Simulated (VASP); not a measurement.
# Rh (P6_3/mmc) in VASP: single point with r2SCAN

Aim: the single point of Rh with r2SCAN.

All numbers are computed with VASP 6.6.1; they aren't measurements. Logs are shortened: lines on timing, memory, paths and dates and some standing lists are left out, and cuts for length are marked.

### Step 1. The cell of the first run

Symmetry: P6_3/mmc, No. 194, hexagonal system. The conventional cell has a = 2.688 Å, b = 2.688 Å, c = 4.247 Å, α = 90.00°, β = 90.00°, γ = 120.00°. Within 3.5 Å of Rh (site symmetry -6m2) lie 12 Rh at 2.63 to 2.69 Å.

This isn't the form of Rh at room conditions, which is fcc.

### Step 2. Single point, r2SCAN

The input, POSCAR:

```
Rh
1.0
    1.3441500000      2.3281360000      0.0000000000
   -1.3441500000      2.3281360000      0.0000000000
    0.0000000000      0.0000000000      4.2473390000
Rh
2
Direct
    0.3333300000      0.3333400000      0.2500000000
    0.6666600000      0.6666700000      0.7500000000
```

The input, INCAR.step1:

```
SYSTEM = Rh
PREC = Accurate
ENCUT = 580
ISMEAR = -1
SIGMA = 0.1
LREAL = .False.
LASPH = .True.
NELM = 120
ISYM = 0
NBANDS = 24
GGA = PE
ALGO = Normal
EDIFF = 1E-5
LWAVE = .True.
LCHARG = .False.
GGA_COMPAT = .False.
```

The input, INCAR.step2:

```
SYSTEM = Rh
PREC = Accurate
ENCUT = 580
EDIFF = 1E-6
ISMEAR = -1
SIGMA = 0.1
LREAL = .False.
LASPH = .True.
NELM = 120
ALGO = Normal
ISIF = 2
LWAVE = .False.
LCHARG = .True.
METAGGA = R2SCAN
LMIXTAU = .True.
LELF = .True.
LVHAR = .True.
ISYM = 0
NBANDS = 24
ISTART = 1
GGA_COMPAT = .False.
```

The input, KPOINTS:

```
regular mesh
0
Gamma
  8 8 4
  0 0 0
```

Potentials or basis: VASP PAW PBE potentials, release 64 (Rh_sv_GW).

Launch:

```sh
$ cat potpaw_PBE.64/Rh_sv_GW/POTCAR > POTCAR
$ cp INCAR.step1 INCAR
$ mpirun -np 1 vasp_std > vasp.out
$ cp INCAR.step2 INCAR
$ mpirun -np 1 vasp_std > vasp.out
```

OUTCAR:

```text
SYSTEM = Rh
   PREC = Accurate
   ENCUT = 580
   EDIFF = 1E-6
   ISMEAR = -1
   LREAL = .False.
   LASPH = .True.
   NELM = 120
   ISIF = 2
   METAGGA = R2SCAN
   ISYM = 0
   ISTART = 1

 ion  position               nearest neighbor table
   1  0.333  0.333  0.250-   2 2.63   2 2.63   2 2.63   2 2.63   2 2.63   2 2.63
   2  0.667  0.667  0.750-   1 2.63   1 2.63   1 2.63   1 2.63   1 2.63   1 2.63

IMPORTANT INFORMATION: All symmetrisations will be switched off!
NOSYMM: (Re-)initialisation of all symmetry stuff for point group C_1.

----------------------------------------------------------------------------------------

                                     Primitive cell

  volume of cell :      26.5829

  direct lattice vectors                    reciprocal lattice vectors
     1.344150000  2.328136000  0.000000000     0.371982294  0.214764086  0.000000000
    -1.344150000  2.328136000  0.000000000    -0.371982294  0.214764086  0.000000000
     0.000000000  0.000000000  4.247339000     0.000000000  0.000000000  0.235441532

  length of vectors
     2.688299919  2.688299919  4.247339000     0.429528159  0.429528159  0.235441532

  position of ions in fractional coordinates (direct lattice)
     0.333330000  0.333340000  0.250000000
     0.666660000  0.666670000  0.750000000

  ion indices of the primitive-cell ions
   primitive index   ion index
                 1           1
                 2           2

----------------------------------------------------------------------------------------

 KPOINTS: regular mesh

Automatic generation of k-mesh.
 Grid dimensions read from file:
 generate k-points for:    8    8    4

 Generating k-lattice:

  Cartesian coordinates                     Fractional coordinates (reciprocal lattice)
     0.046497787  0.026845511  0.000000000     0.125000000  0.000000000  0.000000000
    -0.046497787  0.026845511  0.000000000     0.000000000  0.125000000  0.000000000
     0.000000000  0.000000000  0.058860383     0.000000000  0.000000000  0.250000000

  Length of vectors
     0.053691020  0.053691020  0.058860383

  Shift w.r.t. Gamma in fractional coordinates (k-lattice)
     0.000000000  0.000000000  0.000000000

 Subroutine IBZKPT returns following result:
 ===========================================

 Found    132 irreducible k-points:

 Following reciprocal coordinates:
            Coordinates               Weight
  0.000000  0.000000  0.000000      1.000000
  0.125000  0.000000  0.000000      2.000000
  0.125000  0.125000  0.000000      2.000000
  0.000000  0.125000  0.000000      2.000000
  0.250000  0.000000  0.000000      2.000000
  0.250000  0.250000  0.000000      2.000000
[... 16 lines left out ...]
  0.500000  0.125000  0.000000      2.000000
  0.375000  0.500000  0.000000      2.000000
 [... further k-points ...]
   k-points           NKPTS =    132   k-points in BZ     NKDIM =    132   number of bands    NBANDS=     24
   number of dos      NEDOS =    301   number of ions     NIONS =      2
   total plane-waves  NPLWV =  20736
   dimension x,y,z NGX =    24 NGY =   24 NGZ =   36
   dimension x,y,z NGXF=    48 NGYF=   48 NGZF=   72
   ions per type =               2
   NGX,Y,Z   is equivalent  to a cutoff of  14.84, 14.84, 14.09 a.u.
   NGXF,Y,Z  is equivalent  to a cutoff of  29.68, 29.68, 28.18 a.u.
 SYSTEM =  Rh
   PREC   = accura    normal or accurate (medium, high low for compatibility)
   ISTART =      1    job   : 0-new  1-cont  2-samecut
   ICHARG =      0    charge: 1-file 2-atom 10-const
   ISPIN  =      1    spin polarized calculation?
   LNONCOLLINEAR =      F non collinear calculations
   LSORBIT =      F    spin-orbit coupling
   LASPH  =      T    aspherical Exc in radial PAW
   ENCUT  =  580.0 eV  42.63 Ry    6.53 a.u.   5.28  5.28  8.34*2*pi/ulx,y,z
   NELM   =    120;   NELMIN=  2; NELMDL=  0     # of ELM steps
   EDIFF  = 0.1E-05   stopping-criterion for ELM
   LREAL  =      F    real-space projection
   EDIFFG = 0.1E-04   stopping-criterion for IOM
   NSW    =      0    number of steps for IOM
   IBRION =     -1    ionic relax: 0-MD 1-quasi-New 2-CG
   NFREE  =      0    steps in history (QN), initial steepest desc. (CG)
   ISIF   =      2    stress and relaxation
   ISYM   =      0    0-nonsym 1-usesym 2-fastsym
   POTIM  = 0.5000    time-step for ionic-motion
   TEBEG  =    0.0;   TEEND  =   0.0 temperature during run
   PSTRESS=    0.0 pullay stress
   NELECT =      34.0000    total number of electrons
   NUPDOWN=      -1.0000    fix difference up-down
   EMIN   =  10.00;   EMAX   =-10.00  energy-range for DOS
   EFERMI =   0.00;   METHOD = LEGACY
   ISMEAR =    -1;   SIGMA  =   0.10  broadening in eV -4-tet -1-fermi 0-gaus
   EFERMI_NEDOS =   21; number of points for ismear=-14 and -15
   IALGO  =     38    algorithm
   IMIX   =      4    mixing-type and parameters
     AMIX     =   0.40;   BMIX     =  1.00
     AMIX_MAG =   1.60;   BMIX_MAG =  1.00
  volume/ion in A,a.u.               =      13.29        89.70
  Fermi-wavevector in a.u.,A,eV,Ry     =   1.777052  3.358141 42.966026  3.157914
  Thomas-Fermi vector in A             =   2.842523
   LORBIT       =      0    0 simple, 1 ext, 2 COOP (PROOUT), +10 PAW based schemes
   METAGGA = R2SCAN    functional components
   LHFCALC =     F    Hartree Fock is set to
   AEXX    =    0.0000 exact exchange contribution
   IVDW    =     0    specifies the selected vdW correction
   LEPSILON=     F    determine dielectric tensor
   LRPA    =     F    only Hartree local field effects (RPA)
 non-spin polarized calculation
  energy-cutoff  :      580.00
  volume of cell :       26.58
 maximum number of plane-waves:       854
 NGX is ok and might be reduce to    24
   NGX = 11   NGY = 11   NGZ = 17

 number of electron      33.9999997 magnetization

 Free energy of the ion-electron system (eV)
  ---------------------------------------------------
  ext. energy  EPLUGINS =         0.00000000
  ---------------------------------------------------
  free energy    TOTEN  =       -46.47177615 eV

  energy without entropy =      -46.37287541  energy(sigma->0) =      -46.42232578

 E-fermi :  11.3935     XC(G=0): -15.5296

 val. band max:       11.3681366181   @ k =   0.3750   0.5000   0.0000
 cond. band min:      11.4091731146   @ k =   0.5000   0.5000   0.2500
 fundamental gap:      0.0410364966
 Fermi energy:        11.3935444964

 k-point     1 :       0.0000    0.0000    0.0000
  band No.  band energies     occupation
      1     -69.9768      2.00000
      2     -69.8137      2.00000
      3     -37.5037      2.00000
      4     -36.7015      2.00000
      5     -36.7015      2.00000
      6     -36.5565      2.00000
[... 16 lines left out ...]
     23      30.4034      0.00000
     24      30.8273      0.00000

 k-point     2 :       0.1250    0.0000    0.0000
  band No.  band energies     occupation
      1     -69.9593      2.00000
      2     -69.8072      2.00000
      3     -37.4603      2.00000
      4     -36.7898      2.00000
      5     -36.7313      2.00000
      6     -36.6481      2.00000
[... 16 lines left out ...]
     23      30.9303      0.00000
     24      31.0095      0.00000

 k-point     3 :       0.1250    0.1250    0.0000
  band No.  band energies     occupation
      1     -69.9593      2.00000
      2     -69.8072      2.00000
      3     -37.4603      2.00000
      4     -36.7898      2.00000
      5     -36.7313      2.00000
      6     -36.6481      2.00000
[... 16 lines left out ...]
     23      30.9303      0.00000
     24      31.0096      0.00000

 k-point     4 :       0.0000    0.1250    0.0000
  band No.  band energies     occupation
      1     -69.9593      2.00000
      2     -69.8072      2.00000
      3     -37.4603      2.00000
      4     -36.7898      2.00000
      5     -36.7313      2.00000
      6     -36.6481      2.00000
[... 16 lines left out ...]
     23      30.9303      0.00000
     24      31.0095      0.00000

 k-point     5 :       0.2500    0.0000    0.0000
  band No.  band energies     occupation
      1     -69.9151      2.00000
      2     -69.7936      2.00000
      3     -37.3437      2.00000
      4     -37.0033      2.00000
      5     -36.8623      2.00000
      6     -36.7999      2.00000
[... 16 lines left out ...]
     23      29.1643      0.00000
     24      29.5150      0.00000

 k-point     6 :       0.2500    0.2500    0.0000
  band No.  band energies     occupation
      1     -69.9151      2.00000
      2     -69.7936      2.00000
      3     -37.3437      2.00000
      4     -37.0033      2.00000
      5     -36.8623      2.00000
      6     -36.7999      2.00000
[... 16 lines left out ...]
     23      29.1643      0.00000
     24      29.5149      0.00000
[... 379 lines left out ...]
 k-point    21 :      -0.1250   -0.3750    0.0000
  band No.  band energies     occupation
      1     -69.8808      2.00000
      2     -69.7867      2.00000
      3     -37.2441      2.00000
      4     -37.1085      2.00000
      5     -37.0205      2.00000
      6     -36.8396      2.00000
[... 16 lines left out ...]
     23      25.5758      0.00000
     24      28.5195      0.00000

 k-point    22 :      -0.3750   -0.2500    0.0000
  band No.  band energies     occupation
      1     -69.8808      2.00000
      2     -69.7867      2.00000
      3     -37.2441      2.00000
      4     -37.1085      2.00000
      5     -37.0205      2.00000
      6     -36.8396      2.00000
[... 16 lines left out ...]
     23      25.5758      0.00000
     24      28.5194      0.00000

 k-point    23 :       0.5000    0.1250    0.0000
  band No.  band energies     occupation
      1     -69.8401      2.00000
      2     -69.7862      2.00000
      3     -37.2598      2.00000
      4     -37.1131      2.00000
      5     -37.1077      2.00000
      6     -36.9256      2.00000
[... 16 lines left out ...]
     23      23.6297      0.00000
     24      27.1189      0.00000

 k-point    24 :       0.3750    0.5000    0.0000
  band No.  band energies     occupation
      1     -69.8401      2.00000
      2     -69.7862      2.00000
      3     -37.2598      2.00000
      4     -37.1131      2.00000
      5     -37.1077      2.00000
      6     -36.9256      2.00000
[... 16 lines left out ...]
     23      23.6297      0.00000
     24      27.1188      0.00000

 [... further k-points ...]

------------------------ aborting loop because EDIFF is reached ----------------------------------------

  FORCE on cell =-STRESS in cart. coord.  units (eV):
  Direction    XX          YY          ZZ          XY          YZ          ZX
  --------------------------------------------------------------------------------------
  -------------------------------------------------------------------------------------
  Total        1.3198575      1.3202713      2.2228498     -0.0000016      0.0000015     -0.0000012
  in kB       79.5489796     79.5739244    133.9731289     -0.0000979      0.0000877     -0.0000710
  external PRESSURE =      97.6986776 kB  Pullay stress =       0.0000000 kB

 VOLUME and BASIS-vectors are now :
 -----------------------------------------------------------------------------
  energy-cutoff  :      580.00
  volume of cell :       26.58
      direct lattice vectors                 reciprocal lattice vectors
     1.344150000  2.328136000  0.000000000     0.371982294  0.214764086  0.000000000
    -1.344150000  2.328136000  0.000000000    -0.371982294  0.214764086  0.000000000
     0.000000000  0.000000000  4.247339000     0.000000000  0.000000000  0.235441532

 POSITION                                       TOTAL-FORCE (eV/Angst)
 -----------------------------------------------------------------------------------
     -0.00001      1.55210      1.06183        -0.000000     -0.000081      0.000000
     -0.00001      3.10417      3.18550         0.000000      0.000081     -0.000000
 -----------------------------------------------------------------------------------
    total drift:                               -0.000003     -0.000003     -0.000003

  FREE ENERGIE OF THE ION-ELECTRON SYSTEM (eV)
  ---------------------------------------------------
  free  energy   TOTEN  =       -46.4717761525 eV

  energy  without entropy=      -46.3728754136  energy(sigma->0) =      -46.42232578
```

Run time: 4.5 min. Hardware: 1 thread of AMD EPYC 9R45 (Zen 5), shared host; peak memory 0.22 GiB.

Results:

| Item | Value |
| --- | --- |
| Free energy | -46.4718 eV |
| Pressure | 9.8 GPa |
| Band gap on the k mesh | zero (bands 17 and 18 overlap by 2.27 eV) |

Stress tensor (GPa, compression positive):
```
 7.95  0.00  0.00
 0.00  7.96  0.00
 0.00  0.00 13.40
```

Caveat: the k points lie up to 0.37 Å⁻¹ apart, too coarse for converged energies and pressures of a metal; the PAW data sets were made with another functional, which shifts forces and pressure a little.
